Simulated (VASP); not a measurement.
# Na2TeO2 (P-3m1) in VASP: single point with PBEsol

Aim: the single point of Na2TeO2 with PBEsol.

Program: VASP 6.6.1. These are calculated values, not measurements. Logs are shortened: lines on timing, memory, paths and dates and some standing lists are left out, and cuts for length are marked.

## Step 1: The cell of the first run

Symmetry: P-3m1, No. 164, trigonal system. Conventional cell: a = 3.847 Å, b = 3.847 Å, c = 6.746 Å, α = 90.00°, β = 90.00°, γ = 120.00°. Within 3.2 Å of O (site symmetry 3m) lie 3 Te at 2.43 Å and 4 Na at 2.47 to 3.05 Å and 3 O at 2.98 Å. Within 3.2 Å of Te (site symmetry -3m) lie 6 O at 2.43 Å and 6 Na at 3.03 Å. Na (site symmetry 3m) has 4 O at 2.47 to 3.05 Å and 3 Te at 3.03 Å within 3.3 Å.

## Step 2: Single point, PBEsol

INCAR

```
SYSTEM = Na2TeO2
  PREC = Accurate
  ENCUT = 520
  EDIFF = 1E-6
  ISMEAR = -1
  SIGMA = 0.1
  LREAL = .FALSE.
  LASPH = .TRUE.
  NELM = 80
  ALGO = Normal
  ISIF = 2
  LWAVE = .FALSE.
  LCHARG = .FALSE.
  GGA = PS
  NBANDS = 24
```

KPOINTS

```
Automatic mesh
0
G
  8 8 4
  0 0 0
```

POSCAR

```
Na2TeO2
1.0
    3.8467045099      0.0000000000      0.0000000000
   -1.9233522549      3.3313438264      0.0000000000
    0.0000000000      0.0000000000      6.7463620000
O Te Na
2 1 2
Direct
    0.3333333333      0.6666666667      0.8531988678
    0.6666666667      0.3333333333      0.1468011322
    0.0000000000      0.0000000000      0.0000000000
    0.3333333333      0.6666666667      0.3060222532
    0.6666666667      0.3333333333      0.6939777468
```

Potentials or basis: VASP PAW PBE potentials, release 64 (O, Te, Na_pv).

Command:

```bash
$ cat potpaw_PBE.64/O/POTCAR potpaw_PBE.64/Te/POTCAR potpaw_PBE.64/Na_pv/POTCAR > POTCAR
$ mpirun -np 1 vasp_std > vasp.out
```

OUTCAR:

```text
SYSTEM = Na2TeO2
   PREC = Accurate
   ENCUT = 520
   EDIFF = 1E-6
   ISMEAR = -1
   LREAL = .FALSE.
   LASPH = .TRUE.
   NELM = 80
   ISIF = 2
   GGA = PS

 ion  position               nearest neighbor table
   1  0.333  0.667  0.853-   3 2.43   3 2.43   3 2.43
   2  0.667  0.333  0.147-   3 2.43   3 2.43   3 2.43
   3  0.000  0.000  0.000-   1 2.43   2 2.43   1 2.43   2 2.43   2 2.43   1 2.43   4 3.03   5 3.03
                             5 3.03   4 3.03   5 3.03   4 3.03
   4  0.333  0.667  0.306-   3 3.03   3 3.03   3 3.03
   5  0.667  0.333  0.694-   3 3.03   3 3.03   3 3.03

  LATTYP: Found a hexagonal cell.
 ALAT       =     3.8467045099
 C/A-ratio  =     1.7538030235

  Lattice vectors:

 A1 = (   3.8467045099,   0.0000000000,   0.0000000000)
 A2 = (  -1.9233522549,   3.3313438264,   0.0000000000)
 A3 = (   0.0000000000,   0.0000000000,   6.7463620000)

Analysis of symmetry for initial positions (statically):
=====================================================================
 Subroutine PRICEL returns:
 Original cell was already a primitive cell.

 Routine SETGRP: Setting up the symmetry group for a
 hexagonal supercell.

 Subroutine GETGRP returns: Found 12 space group operations
 (whereof 12 operations were pure point group operations)
 out of a pool of 24 trial point group operations.

The static configuration has the point symmetry D_3d.

Analysis of symmetry for dynamics (positions and initial velocities):
=====================================================================
 Subroutine PRICEL returns:
 Original cell was already a primitive cell.

 Routine SETGRP: Setting up the symmetry group for a
 hexagonal supercell.

 Subroutine GETGRP returns: Found 12 space group operations
 (whereof 12 operations were pure point group operations)
 out of a pool of 24 trial point group operations.

The dynamic configuration has the point symmetry D_3d.

 Subroutine INISYM returns: Found 12 space group operations
 (whereof 12 operations are pure point group operations),
 and found     1 'primitive' translations

----------------------------------------------------------------------------------------

                                     Primitive cell

  volume of cell :      86.4526

  direct lattice vectors                    reciprocal lattice vectors
     3.846704510  0.000000000  0.000000000     0.259962780  0.150089581  0.000000000
    -1.923352255  3.331343826  0.000000000     0.000000000  0.300179163  0.000000000
     0.000000000  0.000000000  6.746362000     0.000000000  0.000000000  0.148228038

  length of vectors
     3.846704510  3.846704510  6.746362000     0.300179163  0.300179163  0.148228038

  position of ions in fractional coordinates (direct lattice)
     0.333333333  0.666666667  0.853198868
     0.666666667  0.333333333  0.146801132
     0.000000000  0.000000000  0.000000000
     0.333333333  0.666666667  0.306022253
     0.666666667  0.333333333  0.693977747

  ion indices of the primitive-cell ions
   primitive index   ion index
                 1           1
                 2           2
                 3           3
                 4           4
                 5           5

----------------------------------------------------------------------------------------

 KPOINTS: Automatic mesh

Automatic generation of k-mesh.
 Grid dimensions read from file:
 generate k-points for:    8    8    4

 Generating k-lattice:

  Cartesian coordinates                     Fractional coordinates (reciprocal lattice)
     0.032495348  0.018761198  0.000000000     0.125000000 -0.000000000  0.000000000
     0.000000000  0.037522395  0.000000000     0.000000000  0.125000000  0.000000000
     0.000000000  0.000000000  0.037057009     0.000000000  0.000000000  0.250000000

  Length of vectors
     0.037522395  0.037522395  0.037057009

  Shift w.r.t. Gamma in fractional coordinates (k-lattice)
     0.000000000  0.000000000  0.000000000

 Subroutine IBZKPT returns following result:
 ===========================================

 Found     35 irreducible k-points:

 Following reciprocal coordinates:
            Coordinates               Weight
  0.000000  0.000000  0.000000      1.000000
  0.125000 -0.000000  0.000000      6.000000
  0.250000 -0.000000  0.000000      6.000000
  0.375000 -0.000000  0.000000      6.000000
  0.500000 -0.000000  0.000000      3.000000
  0.125000  0.125000  0.000000      6.000000
[... 16 lines left out ...]
 -0.125000  0.500000  0.250000     12.000000
  0.250000  0.250000  0.250000     12.000000
 [... further k-points ...]
   k-points           NKPTS =     35   k-points in BZ     NKDIM =     35   number of bands    NBANDS=     24
   number of dos      NEDOS =    301   number of ions     NIONS =      5
   total plane-waves  NPLWV =  45000
   dimension x,y,z NGX =    30 NGY =   30 NGZ =   50
   dimension x,y,z NGXF=    60 NGYF=   60 NGZF=  100
   ions per type =               2   1   2
   NGX,Y,Z   is equivalent  to a cutoff of  12.97, 12.97, 12.32 a.u.
   NGXF,Y,Z  is equivalent  to a cutoff of  25.93, 25.93, 24.64 a.u.
 SYSTEM =  Na2TeO2
   PREC   = accura    normal or accurate (medium, high low for compatibility)
   ISTART =      0    job   : 0-new  1-cont  2-samecut
   ICHARG =      2    charge: 1-file 2-atom 10-const
   ISPIN  =      1    spin polarized calculation?
   LNONCOLLINEAR =      F non collinear calculations
   LSORBIT =      F    spin-orbit coupling
   LASPH  =      T    aspherical Exc in radial PAW
   ENCUT  =  520.0 eV  38.22 Ry    6.18 a.u.   7.15  7.15 12.54*2*pi/ulx,y,z
   NELM   =     80;   NELMIN=  2; NELMDL= -5     # of ELM steps
   EDIFF  = 0.1E-05   stopping-criterion for ELM
   LREAL  =      F    real-space projection
   EDIFFG = 0.1E-04   stopping-criterion for IOM
   NSW    =      0    number of steps for IOM
   IBRION =     -1    ionic relax: 0-MD 1-quasi-New 2-CG
   NFREE  =      0    steps in history (QN), initial steepest desc. (CG)
   ISIF   =      2    stress and relaxation
   ISYM   =      2    0-nonsym 1-usesym 2-fastsym
   POTIM  = 0.5000    time-step for ionic-motion
   TEBEG  =    0.0;   TEEND  =   0.0 temperature during run
   PSTRESS=    0.0 pullay stress
   NELECT =      32.0000    total number of electrons
   NUPDOWN=      -1.0000    fix difference up-down
   EMIN   =  10.00;   EMAX   =-10.00  energy-range for DOS
   EFERMI =   0.00;   METHOD = LEGACY
   ISMEAR =    -1;   SIGMA  =   0.10  broadening in eV -4-tet -1-fermi 0-gaus
   EFERMI_NEDOS =   21; number of points for ismear=-14 and -15
   IALGO  =     38    algorithm
   IMIX   =      4    mixing-type and parameters
     AMIX     =   0.40;   BMIX     =  1.00
     AMIX_MAG =   1.60;   BMIX_MAG =  1.00
  volume/ion in A,a.u.               =      17.29       116.68
  Fermi-wavevector in a.u.,A,eV,Ry     =   1.175436  2.221251 18.798475  1.381649
  Thomas-Fermi vector in A             =   2.311816
   LORBIT       =      0    0 simple, 1 ext, 2 COOP (PROOUT), +10 PAW based schemes
   GGA     = PS    functional components
   LHFCALC =     F    Hartree Fock is set to
   AEXX    =    0.0000 exact exchange contribution
   IVDW    =     0    specifies the selected vdW correction
   LEPSILON=     F    determine dielectric tensor
   LRPA    =     F    only Hartree local field effects (RPA)
 non-spin polarized calculation
  energy-cutoff  :      520.00
  volume of cell :       86.45
 maximum number of plane-waves:      2360
 NGX is ok and might be reduce to    30
   NGX = 15   NGY = 15   NGZ = 25

 number of electron      32.0000006 magnetization

 Free energy of the ion-electron system (eV)
  ---------------------------------------------------
  ext. energy  EPLUGINS =         0.00000000
  ---------------------------------------------------
  free energy    TOTEN  =       -20.19022292 eV

  energy without entropy =      -20.14881950  energy(sigma->0) =      -20.16952121

 E-fermi :   4.4929     XC(G=0):  -9.1998

 val. band max:        4.4638850736   @ k =   0.2500   0.2500   0.5000
 cond. band min:       4.5664602798   @ k =   0.2500   0.2500   0.2500
 fundamental gap:      0.1025752062
 Fermi energy:         4.4929410615

 k-point     1 :       0.0000    0.0000    0.0000
  band No.  band energies     occupation
      1     -19.9603      2.00000
      2     -19.9110      2.00000
      3     -19.8385      2.00000
      4     -19.8385      2.00000
      5     -19.8297      2.00000
      6     -19.8297      2.00000
[... 16 lines left out ...]
     23      12.8187      0.00000
     24      13.5155      0.00000

 k-point     2 :       0.1250   -0.0000    0.0000
  band No.  band energies     occupation
      1     -19.9567      2.00000
      2     -19.9120      2.00000
      3     -19.8430      2.00000
      4     -19.8400      2.00000
      5     -19.8356      2.00000
      6     -19.8302      2.00000
[... 16 lines left out ...]
     23      12.6762      0.00000
     24      13.5825      0.00000

 k-point     3 :       0.2500   -0.0000    0.0000
  band No.  band energies     occupation
      1     -19.9475      2.00000
      2     -19.9145      2.00000
      3     -19.8548      2.00000
      4     -19.8488      2.00000
      5     -19.8433      2.00000
      6     -19.8315      2.00000
[... 16 lines left out ...]
     23      12.7804      0.00000
     24      12.9427      0.00000

 k-point     4 :       0.3750   -0.0000    0.0000
  band No.  band energies     occupation
      1     -19.9371      2.00000
      2     -19.9177      2.00000
      3     -19.8679      2.00000
      4     -19.8610      2.00000
      5     -19.8466      2.00000
      6     -19.8329      2.00000
[... 16 lines left out ...]
     23      12.3423      0.00000
     24      12.6309      0.00000

 k-point     5 :       0.5000   -0.0000    0.0000
  band No.  band energies     occupation
      1     -19.9321      2.00000
      2     -19.9193      2.00000
      3     -19.8733      2.00000
      4     -19.8662      2.00000
      5     -19.8479      2.00000
      6     -19.8336      2.00000
[... 16 lines left out ...]
     23      12.1885      0.00000
     24      12.7411      0.00000

 k-point     6 :       0.1250    0.1250    0.0000
  band No.  band energies     occupation
      1     -19.9502      2.00000
      2     -19.9137      2.00000
      3     -19.8495      2.00000
      4     -19.8477      2.00000
      5     -19.8407      2.00000
      6     -19.8320      2.00000
[... 16 lines left out ...]
     23      12.0496      0.00000
     24      12.9660      0.00000
[... 379 lines left out ...]
 k-point    21 :      -0.1250    0.3750    0.2500
  band No.  band energies     occupation
      1     -19.9384      2.00000
      2     -19.9203      2.00000
      3     -19.8602      2.00000
      4     -19.8568      2.00000
      5     -19.8458      2.00000
      6     -19.8351      2.00000
[... 16 lines left out ...]
     23      11.5713      0.00000
     24      12.9590      0.00000

 k-point    22 :       0.3750    0.1250    0.2500
  band No.  band energies     occupation
      1     -19.9314      2.00000
      2     -19.9222      2.00000
      3     -19.8691      2.00000
      4     -19.8631      2.00000
      5     -19.8497      2.00000
      6     -19.8369      2.00000
[... 16 lines left out ...]
     23      11.3009      0.00000
     24      13.0051      0.00000

 k-point    23 :      -0.1250    0.5000    0.2500
  band No.  band energies     occupation
      1     -19.9319      2.00000
      2     -19.9219      2.00000
      3     -19.8685      2.00000
      4     -19.8636      2.00000
      5     -19.8496      2.00000
      6     -19.8370      2.00000
[... 16 lines left out ...]
     23      11.4483      0.00000
     24      12.7427      0.00000

 k-point    24 :       0.2500    0.2500    0.2500
  band No.  band energies     occupation
      1     -19.9314      2.00000
      2     -19.9220      2.00000
      3     -19.8647      2.00000
      4     -19.8615      2.00000
      5     -19.8521      2.00000
      6     -19.8407      2.00000
[... 16 lines left out ...]
     23      11.2334      0.00000
     24      12.4684      0.00000

 [... further k-points ...]

------------------------ aborting loop because EDIFF is reached ----------------------------------------

  FORCE on cell =-STRESS in cart. coord.  units (eV):
  Direction    XX          YY          ZZ          XY          YZ          ZX
  --------------------------------------------------------------------------------------
  -------------------------------------------------------------------------------------
  Total       -0.1558615     -0.1558615      0.7672732     -0.0000000      0.0000000      0.0000000
  in kB       -2.8884947     -2.8884947     14.2194470     -0.0000000      0.0000000      0.0000000
  external PRESSURE =       2.8141525 kB  Pullay stress =       0.0000000 kB

 VOLUME and BASIS-vectors are now :
 -----------------------------------------------------------------------------
  energy-cutoff  :      520.00
  volume of cell :       86.45
      direct lattice vectors                 reciprocal lattice vectors
     3.846704510  0.000000000  0.000000000     0.259962780  0.150089581  0.000000000
    -1.923352255  3.331343826  0.000000000     0.000000000  0.300179163  0.000000000
     0.000000000  0.000000000  6.746362000     0.000000000  0.000000000  0.148228038

 POSITION                                       TOTAL-FORCE (eV/Angst)
 -----------------------------------------------------------------------------------
     -0.00000      2.22090      5.75599        -0.000000      0.000000      0.016215
      1.92335      1.11045      0.99037         0.000000     -0.000000     -0.016215
      0.00000      0.00000      0.00000         0.000000      0.000000     -0.000000
     -0.00000      2.22090      2.06454        -0.000000      0.000000      0.014561
      1.92335      1.11045      4.68183         0.000000     -0.000000     -0.014561
 -----------------------------------------------------------------------------------
    total drift:                               -0.000000      0.000000      0.000000

  FREE ENERGIE OF THE ION-ELECTRON SYSTEM (eV)
  ---------------------------------------------------
  free  energy   TOTEN  =       -20.1902229247 eV

  energy  without entropy=      -20.1488194969  energy(sigma->0) =      -20.16952121
```

It took 2.3 min on 1 thread of AMD EPYC 7R13, shared host; peak memory 0.21 GiB.

What came out:

```
Free energy            : -20.1902 eV
Pressure               : 0.3 GPa
Largest force          : 0.016 eV/Å
Band gap on the k mesh : zero (bands 16 and 17 overlap by 1.00 eV)
```

Forces in eV/Å, atoms in the order of the input:
```
O    0.000  0.000  0.016
O    0.000  0.000 -0.016
Te   0.000  0.000  0.000
Na   0.000  0.000  0.015
Na   0.000  0.000 -0.015
```

Levels at points of the mesh, in eV from the Fermi level:
| k point | band 13 | band 14 | band 15 | band 16 | band 17 | band 18 | band 19 | band 20 |
| --- | --- | --- | --- | --- | --- | --- | --- | --- |
| (0.00, 0.00, 0.00) | -4.07 | -4.06 | -3.72 | -1.66 | -0.19 | 1.12 | 1.12 | 6.46 |
| (0.50, 0.00, 0.00) | -3.43 | -3.42 | -2.20 | -0.81 | 1.66 | 1.82 | 2.76 | 3.21 |
| (0.00, 0.00, 0.50) | -4.07 | -4.07 | -3.54 | -1.66 | 0.13 | 1.11 | 1.11 | 4.87 |
| (0.50, 0.00, 0.50) | -3.53 | -3.43 | -2.13 | -0.83 | 2.09 | 2.52 | 2.57 | 2.77 |

Caveat: the PAW data sets were made with another functional, which shifts forces and pressure a little; spin-orbit coupling is left out, which moves the levels of the heavy elements.

The gap in the log of VASP goes by the Fermi energy; the results here count the filled bands.